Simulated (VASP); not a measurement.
# Si3F4 (F-43m) in VASP: a series of runs

The runs below take Si3F4 through single point, with PBE.

Program: VASP 6.6.1. These are calculated values, not measurements. Logs are shortened: lines on timing, memory, paths and dates and some standing lists are left out, and cuts for length are marked.

**1. The cell of the first run**

Symmetry: F-43m, No. 216, cubic system. The conventional cell has a = 7.428 Å, b = 7.428 Å, c = 7.428 Å, α = 90.00°, β = 90.00°, γ = 90.00°. Si (site symmetry -43m) has 8 Si at 3.22 Å and 24 F at 3.39 to 4.11 Å within 4.2 Å. Si (site symmetry -43m) has 4 F at 2.59 Å and 4 Si at 3.22 Å within 3.4 Å. Within 4.0 Å of Si (site symmetry -43m) lie 16 F at 3.07 to 3.84 Å and 10 Si at 3.22 to 3.71 Å. Within 1.4 Å of F (site symmetry 3m) lie 3 F at 1.02 Å.

**2. Single point, PBE**

INCAR

```
SYSTEM = Si3F4
ALGO = Normal
EDIFF = 1E-6
ENCUT = 520
GGA = PE
ISIF = 2
ISMEAR = 0
LASPH = .True.
LCHARG = .False.
LREAL = .False.
LWAVE = .False.
NBANDS = 29
NELM = 100
PREC = Accurate
SIGMA = 0.1
```

KPOINTS

```
k-points
0
Gamma
  4 4 4
  0 0 0
```

POSCAR

```
Si3F4
1.0
    0.0000000000      3.7141017400      3.7141017400
    3.7141017400      0.0000000000      3.7141017400
    3.7141017400      3.7141017400      0.0000000000
Si F
3 4
Direct
    0.7500000000      0.7500000000      0.7500000000
    0.0000000000      0.0000000000      0.0000000000
    0.5000000000      0.5000000000      0.5000000000
    0.2016145000      0.2016145000      0.2016145000
    0.2016145000      0.2016145000      0.3951565000
    0.2016145000      0.3951565000      0.2016145000
    0.3951565000      0.2016145000      0.2016145000
```

Potentials or basis: VASP PAW PBE potentials, release 64 (Si, F).

Run with:

```bash
> cat potpaw_PBE.64/Si/POTCAR potpaw_PBE.64/F/POTCAR > POTCAR
> mpirun -np 1 vasp_std > vasp.out
```

OUTCAR:

```text
SYSTEM = Si3F4
   EDIFF = 1E-6
   ENCUT = 520
   GGA = PE
   ISIF = 2
   ISMEAR = 0
   LASPH = .True.
   LREAL = .False.
   NELM = 100
   PREC = Accurate

 ion  position               nearest neighbor table
   1  0.750  0.750  0.750-
   2  0.000  0.000  0.000-
   3  0.500  0.500  0.500-
   4  0.202  0.202  0.202-   5 1.02   6 1.02   7 1.02
   5  0.202  0.202  0.395-   4 1.02   6 1.02   7 1.02
   6  0.202  0.395  0.202-   4 1.02   5 1.02   7 1.02
   7  0.395  0.202  0.202-   4 1.02   5 1.02   6 1.02

  LATTYP: Found a face centered cubic cell.
 ALAT       =     7.4282034800

  Lattice vectors:

 A1 = (   0.0000000000,   3.7141017400,   3.7141017400)
 A2 = (   3.7141017400,   0.0000000000,   3.7141017400)
 A3 = (   3.7141017400,   3.7141017400,   0.0000000000)

Analysis of symmetry for initial positions (statically):
=====================================================================
 Subroutine PRICEL returns:
 Original cell was already a primitive cell.

 Routine SETGRP: Setting up the symmetry group for a
 face centered cubic supercell.

 Subroutine GETGRP returns: Found 24 space group operations
 (whereof 24 operations were pure point group operations)
 out of a pool of 48 trial point group operations.

The static configuration has the point symmetry T_d .

Analysis of symmetry for dynamics (positions and initial velocities):
=====================================================================
 Subroutine PRICEL returns:
 Original cell was already a primitive cell.

 Routine SETGRP: Setting up the symmetry group for a
 face centered cubic supercell.

 Subroutine GETGRP returns: Found 24 space group operations
 (whereof 24 operations were pure point group operations)
 out of a pool of 48 trial point group operations.

The dynamic configuration has the point symmetry T_d .

 Subroutine INISYM returns: Found 24 space group operations
 (whereof 24 operations are pure point group operations),
 and found     1 'primitive' translations

----------------------------------------------------------------------------------------

                                     Primitive cell

  volume of cell :     102.4687

  direct lattice vectors                    reciprocal lattice vectors
     0.000000000  3.714101740  3.714101740    -0.134622053  0.134622053  0.134622053
     3.714101740  0.000000000  3.714101740     0.134622053 -0.134622053  0.134622053
     3.714101740  3.714101740  0.000000000     0.134622053  0.134622053 -0.134622053

  length of vectors
     5.252533053  5.252533053  5.252533053     0.233172235  0.233172235  0.233172235

  position of ions in fractional coordinates (direct lattice)
     0.750000000  0.750000000  0.750000000
     0.000000000  0.000000000  0.000000000
     0.500000000  0.500000000  0.500000000
     0.201614500  0.201614500  0.201614500
     0.201614500  0.201614500  0.395156500
     0.201614500  0.395156500  0.201614500
     0.395156500  0.201614500  0.201614500

  ion indices of the primitive-cell ions
   primitive index   ion index
                 1           1
                 2           2
                 3           3
                 4           4
                 5           5
                 6           6
                 7           7

----------------------------------------------------------------------------------------

 KPOINTS: k-points

Automatic generation of k-mesh.
 Grid dimensions read from file:
 generate k-points for:    4    4    4

 Generating k-lattice:

  Cartesian coordinates                     Fractional coordinates (reciprocal lattice)
    -0.033655513  0.033655513  0.033655513     0.250000000  0.000000000  0.000000000
     0.033655513 -0.033655513  0.033655513     0.000000000  0.250000000  0.000000000
     0.033655513  0.033655513 -0.033655513     0.000000000  0.000000000  0.250000000

  Length of vectors
     0.058293059  0.058293059  0.058293059

  Shift w.r.t. Gamma in fractional coordinates (k-lattice)
     0.000000000  0.000000000  0.000000000

 Subroutine IBZKPT returns following result:
 ===========================================

 Found      8 irreducible k-points:

 Following reciprocal coordinates:
            Coordinates               Weight
  0.000000  0.000000  0.000000      1.000000
  0.250000  0.000000  0.000000      8.000000
  0.500000  0.000000  0.000000      4.000000
  0.250000  0.250000  0.000000      6.000000
  0.500000  0.250000  0.000000     24.000000
 -0.250000  0.250000  0.000000     12.000000
  0.500000  0.500000  0.000000      3.000000
 -0.250000  0.500000  0.250000      6.000000
   k-points           NKPTS =      8   k-points in BZ     NKDIM =      8   number of bands    NBANDS=     29
   number of dos      NEDOS =    301   number of ions     NIONS =      7
   total plane-waves  NPLWV =  64000
   dimension x,y,z NGX =    40 NGY =   40 NGZ =   40
   dimension x,y,z NGXF=    80 NGYF=   80 NGZF=   80
   ions per type =               3   4
   NGX,Y,Z   is equivalent  to a cutoff of  12.66, 12.66, 12.66 a.u.
   NGXF,Y,Z  is equivalent  to a cutoff of  25.32, 25.32, 25.32 a.u.
 SYSTEM =  Si3F4
   PREC   = accura    normal or accurate (medium, high low for compatibility)
   ISTART =      0    job   : 0-new  1-cont  2-samecut
   ICHARG =      2    charge: 1-file 2-atom 10-const
   ISPIN  =      1    spin polarized calculation?
   LNONCOLLINEAR =      F non collinear calculations
   LSORBIT =      F    spin-orbit coupling
   LASPH  =      T    aspherical Exc in radial PAW
   ENCUT  =  520.0 eV  38.22 Ry    6.18 a.u.   9.77  9.77  9.77*2*pi/ulx,y,z
   NELM   =    100;   NELMIN=  2; NELMDL= -5     # of ELM steps
   EDIFF  = 0.1E-05   stopping-criterion for ELM
   LREAL  =      F    real-space projection
   EDIFFG = 0.1E-04   stopping-criterion for IOM
   NSW    =      0    number of steps for IOM
   IBRION =     -1    ionic relax: 0-MD 1-quasi-New 2-CG
   NFREE  =      0    steps in history (QN), initial steepest desc. (CG)
   ISIF   =      2    stress and relaxation
   ISYM   =      2    0-nonsym 1-usesym 2-fastsym
   POTIM  = 0.5000    time-step for ionic-motion
   TEBEG  =    0.0;   TEEND  =   0.0 temperature during run
   PSTRESS=    0.0 pullay stress
   NELECT =      40.0000    total number of electrons
   NUPDOWN=      -1.0000    fix difference up-down
   EMIN   =  10.00;   EMAX   =-10.00  energy-range for DOS
   EFERMI =   0.00;   METHOD = LEGACY
   ISMEAR =     0;   SIGMA  =   0.10  broadening in eV -4-tet -1-fermi 0-gaus
   EFERMI_NEDOS =   21; number of points for ismear=-14 and -15
   IALGO  =     38    algorithm
   IMIX   =      4    mixing-type and parameters
     AMIX     =   0.40;   BMIX     =  1.00
     AMIX_MAG =   1.60;   BMIX_MAG =  1.00
  volume/ion in A,a.u.               =      14.64        98.78
  Fermi-wavevector in a.u.,A,eV,Ry     =   1.196459  2.260979 19.476921  1.431513
  Thomas-Fermi vector in A             =   2.332398
   LORBIT       =      0    0 simple, 1 ext, 2 COOP (PROOUT), +10 PAW based schemes
   GGA     = PE    functional components
   LHFCALC =     F    Hartree Fock is set to
   AEXX    =    0.0000 exact exchange contribution
   IVDW    =     0    specifies the selected vdW correction
   LEPSILON=     F    determine dielectric tensor
   LRPA    =     F    only Hartree local field effects (RPA)
 non-spin polarized calculation
 Gauss-broadening in eV      SIGMA  =   0.10
  energy-cutoff  :      520.00
  volume of cell :      102.47
 maximum number of plane-waves:      2788
   NGX = 19   NGY = 19   NGZ = 19

 number of electron      40.0000014 magnetization

 Free energy of the ion-electron system (eV)
  ---------------------------------------------------
  ext. energy  EPLUGINS =         0.00000000
  ---------------------------------------------------
  free energy    TOTEN  =       109.55081295 eV

  energy without entropy =      109.58820576  energy(sigma->0) =      109.56950936

 E-fermi :   5.6919     XC(G=0):  -9.7437

 val. band max:        5.5576322917   @ k =   0.2500   0.2500   0.0000
 cond. band min:       5.7091382399   @ k =   0.0000   0.0000   0.0000
 fundamental gap:      0.1515059482
 Fermi energy:         5.6919415635

 k-point     1 :       0.0000    0.0000    0.0000
  band No.  band energies     occupation
      1     -66.6858      2.00000
      2     -33.5914      2.00000
      3     -33.5914      2.00000
      4     -33.5914      2.00000
      5     -17.7743      2.00000
      6     -15.0734      2.00000
[... 21 lines left out ...]
     28      10.0962      0.00000
     29      10.0962      0.00000

 k-point     2 :       0.2500    0.0000    0.0000
  band No.  band energies     occupation
      1     -66.6884      2.00000
      2     -33.5928      2.00000
      3     -33.5921      2.00000
      4     -33.5921      2.00000
      5     -17.7619      2.00000
      6     -15.0732      2.00000
[... 21 lines left out ...]
     28       9.6364      0.00000
     29      11.0728      0.00000

 k-point     3 :       0.5000    0.0000    0.0000
  band No.  band energies     occupation
      1     -66.6900      2.00000
      2     -33.5939      2.00000
      3     -33.5929      2.00000
      4     -33.5929      2.00000
      5     -17.7496      2.00000
      6     -15.0731      2.00000
[... 21 lines left out ...]
     28       9.3352      0.00000
     29      12.7026      0.00000

 k-point     4 :       0.2500    0.2500    0.0000
  band No.  band energies     occupation
      1     -66.6909      2.00000
      2     -33.5935      2.00000
      3     -33.5932      2.00000
      4     -33.5932      2.00000
      5     -17.7579      2.00000
      6     -15.0746      2.00000
[... 21 lines left out ...]
     28       9.3475      0.00000
     29      10.2626      0.00000

 k-point     5 :       0.5000    0.2500    0.0000
  band No.  band energies     occupation
      1     -66.6885      2.00000
      2     -33.5938      2.00000
      3     -33.5924      2.00000
      4     -33.5923      2.00000
      5     -17.7455      2.00000
      6     -15.0744      2.00000
[... 21 lines left out ...]
     28       9.3039      0.00000
     29      12.1484      0.00000

 k-point     6 :      -0.2500    0.2500    0.0000
  band No.  band energies     occupation
      1     -66.6877      2.00000
      2     -33.5931      2.00000
      3     -33.5921      2.00000
      4     -33.5918      2.00000
      5     -17.7495      2.00000
      6     -15.0731      2.00000
[... 21 lines left out ...]
     28       9.7344      0.00000
     29      11.9303      0.00000

 k-point     7 :       0.5000    0.5000    0.0000
  band No.  band energies     occupation
      1     -66.6883      2.00000
      2     -33.5941      2.00000
      3     -33.5931      2.00000
      4     -33.5931      2.00000
      5     -17.7415      2.00000
      6     -15.0758      2.00000
[... 21 lines left out ...]
     28       9.6155      0.00000
     29      11.8448      0.00000

 k-point     8 :      -0.2500    0.5000    0.2500
  band No.  band energies     occupation
      1     -66.6872      2.00000
      2     -33.5931      2.00000
      3     -33.5924      2.00000
      4     -33.5917      2.00000
      5     -17.7413      2.00000
      6     -15.0743      2.00000
[... 21 lines left out ...]
     28       9.1462      0.00000
     29      12.9265      0.00000

------------------------ aborting loop because EDIFF is reached ----------------------------------------

  FORCE on cell =-STRESS in cart. coord.  units (eV):
  Direction    XX          YY          ZZ          XY          YZ          ZX
  --------------------------------------------------------------------------------------
  -------------------------------------------------------------------------------------
  Total      179.7057241    179.7057241    179.7057241      0.0000000      0.0000000      0.0000000
  in kB     2809.8368842   2809.8368842   2809.8368842      0.0000000      0.0000000      0.0000000
  external PRESSURE =    2809.8368842 kB  Pullay stress =       0.0000000 kB

 VOLUME and BASIS-vectors are now :
 -----------------------------------------------------------------------------
  energy-cutoff  :      520.00
  volume of cell :      102.47
      direct lattice vectors                 reciprocal lattice vectors
     0.000000000  3.714101740  3.714101740    -0.134622053  0.134622053  0.134622053
     3.714101740  0.000000000  3.714101740     0.134622053 -0.134622053  0.134622053
     3.714101740  3.714101740  0.000000000     0.134622053  0.134622053 -0.134622053

 POSITION                                       TOTAL-FORCE (eV/Angst)
 -----------------------------------------------------------------------------------
      5.57115      5.57115      5.57115        -0.000000     -0.000000     -0.000000
      0.00000      0.00000      0.00000        -0.000000     -0.000000     -0.000000
      3.71410      3.71410      3.71410        -0.000000     -0.000000     -0.000000
      1.49763      1.49763      1.49763      -128.880402   -128.880402   -128.880402
      2.21647      2.21647      1.49763       128.880402    128.880402   -128.880402
      2.21647      1.49763      2.21647       128.880402   -128.880402    128.880402
      1.49763      2.21647      2.21647      -128.880402    128.880402    128.880402
 -----------------------------------------------------------------------------------
    total drift:                               -0.000003     -0.000003     -0.000004

  FREE ENERGIE OF THE ION-ELECTRON SYSTEM (eV)
  ---------------------------------------------------
  free  energy   TOTEN  =       109.5508129520 eV

  energy  without entropy=      109.5882057628  energy(sigma->0) =      109.56950936
```

It took 13 s on 1 thread of Intel Xeon 6975P-C (Granite Rapids), shared host; peak memory 0.23 GiB.

Results:

```yaml
Free_energy: 109.5508 eV
Pressure: 281.0 GPa
Largest_force: 223.227 eV/Å
Band_gap_on_the_k_mesh: zero (band 20 reaches 6.83 eV, above the bottom of band 21 at 4.59 eV)
```

Forces in eV/Å, atoms in the order of the input:
```
Si     0.000    0.000    0.000
Si     0.000    0.000    0.000
Si     0.000    0.000    0.000
F   -128.880 -128.880 -128.880
F    128.880  128.880 -128.880
F    128.880 -128.880  128.880
F   -128.880  128.880  128.880
```

Caveat: the k points lie up to 0.37 Å⁻¹ apart; the standard files for N, O and F lose accuracy on very short bonds; forces of over 1 eV/Å act on the atoms, so gaps and moduli don't describe the material at rest.

**3. Single point, PBE**

This run uses another cell than the first one, of 16.06 Å³/atom, 1.097 times its volume.

INCAR

```
PREC = Accurate ; ENCUT = 520
EDIFF = 1E-6 ; ISMEAR = 0
SIGMA = 0.1 ; LREAL = False
LASPH = True ; NELM = 80
ALGO = Normal ; ISIF = 2
LWAVE = False ; LCHARG = False
GGA = PE ; NBANDS = 29
```

KPOINTS

```
regular mesh
0
Gamma
  4 4 4
```

POSCAR

```
Si3F4
1.0
    0.0000000000      3.8305726005      3.8305726005
    3.8305726005      0.0000000000      3.8305726005
    3.8305726005      3.8305726005      0.0000000000
Si F
3 4
Direct
    0.7500000000      0.7500000000      0.7500000000
    0.0000000000      0.0000000000      0.0000000000
    0.5000000000      0.5000000000      0.5000000000
    0.1192087196      0.1192087196      0.1192087196
    0.1192087196      0.1192087196      0.6423738411
    0.1192087196      0.6423738411      0.1192087196
    0.6423738411      0.1192087196      0.1192087196
```

Potentials or basis: VASP PAW PBE potentials, release 64 (Si, F).

Run with:

```bash
> cat potpaw_PBE.64/Si/POTCAR potpaw_PBE.64/F/POTCAR > POTCAR
> mpirun -np 1 vasp_std > vasp.out
```

Wall time 12 s (1 thread of Intel Xeon 6975P-C (Granite Rapids), shared host); peak memory 0.22 GiB.

The run converged. Its results:

- Free energy: -32.7502 eV
- Pressure: 0.4 GPa
- Largest force: 0.243 eV/Å
- Band gap on the k mesh: zero (band 20 reaches 3.21 eV, above the bottom of band 21 at 3.03 eV)

Forces on the atoms (eV/Å):
```
Si   0.000  0.000  0.000
Si   0.000  0.000  0.000
Si   0.000  0.000  0.000
F    0.140  0.140  0.140
F   -0.140 -0.140  0.140
F   -0.140  0.140 -0.140
F    0.140 -0.140 -0.140
```

Levels at points of the mesh, in eV from the Fermi level:
```
           k point  band 18  band 19  band 20  band 21  band 22  band 23
(0.00, 0.00, 0.00)    -4.14    -0.21    -0.21    -0.21     2.37     2.37
(0.50, 0.00, 0.00)    -5.41    -0.30    -0.04    -0.04     2.50     2.50
(0.50, 0.50, 0.00)    -5.17    -0.32    -0.32     0.90     1.51     3.11
```
